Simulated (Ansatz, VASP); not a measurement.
**Mg2Te3O: VASP beside Ansatz**

```xyz
6
Lattice="3.2021 0.0000 0.0000 0.0000 3.2021 0.0000 0.0000 0.0000 13.0558" Properties=species:S:1:pos:R:3 pbc="T T T"
Mg    0.0000    0.0000    1.0637
Mg    1.6010    1.6010    6.3413
Te    0.0000    0.0000    8.4059
Te    0.0000    0.0000    4.2138
Te    1.6010    1.6010   11.5996
O     1.6010    1.6010    1.0154
```

Change from the starting cell: species swapped into the Dy2CuAg3 type (P4mm, No. 99).

Alike in both runs: functional PBE; k mesh 4 × 4 × 2; occupations gaussian, width 0.1 eV; no spin polarisation.

Ansatz relaxed the structure, and its values are those at the end. VASP's run is a single point on that final structure, the one shown.

```csv
,VASP,Ansatz
version,VASP 6.6.1,Ansatz 0.2.0
potentials or method,"VASP PAW PBE potentials, release 64 (Mg, Te, O), cutoff 520 eV","scalar-relativistic, plane waves, PAW"
valence electrons in the cell,28,74
```

|  | VASP | Ansatz | Ansatz less VASP |
| --- | --- | --- | --- |
| gap on the k mesh at the Fermi level (eV) | none | none | - |
| pressure (GPa) | 0.0 | 0.1 | +0.12 |
| rms of the force components (eV/Å) | 0.004 | 0.003 | -0.0009 |

A gap of «none» marks a metal or a gap that the smearing closes. VASP's potentials hold 28 valence electrons a cell and Ansatz's 74, so a difference there can come from the potentials and not from the codes.

The k mesh is coarse, so the values compare programs but aren't converged. Spin-orbit coupling is off throughout.
